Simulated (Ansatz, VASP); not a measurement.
LiSe2 in VASP and in Ansatz

```
CELL_PARAMETERS angstrom
2.04484 1.18059 4.76646
-2.04484 1.18059 4.76646
0.00000 -2.36118 4.76646
ATOMIC_POSITIONS crystal
Li 0.99879 0.99879 0.99879
Se 0.25109 0.25109 0.25109
Se 0.41681 0.41681 0.41681
```

Alike in both runs: task relaxation of cell and atoms; functional PBE; k mesh 12 × 12 × 12; occupations gaussian, width 0.1 eV; no spin polarisation.

```csv
,VASP,Ansatz
version,VASP 6.6.1,Ansatz 0.2.0
potentials or method,"VASP PAW PBE potentials, release 64 (Li_sv, Se), cutoff 600 eV","scalar-relativistic, plane waves, PAW"
valence electrons in the cell,15,35
```

VASP gave:

```
gap on the k mesh at the Fermi level, each at its own relaxed structure (eV) : none
relaxed volume (Å³/atom)                                                     : 23.25
relaxed cell length with the largest relative difference (Å)                 : 5.355
```

What did Ansatz give for the same quantities?

gap on the k mesh at the Fermi level, each at its own relaxed structure (eV): none; relaxed volume (Å³/atom): 23.28; relaxed cell length with the largest relative difference (Å): 5.357.

A gap of «none» marks a metal or a gap that the smearing closes. VASP's potentials hold 15 valence electrons a cell and Ansatz's 35, so a difference there can come from the potentials and not from the codes.

Noted on VASP's run: the cutoff is short for stress, so the pressure is rough.
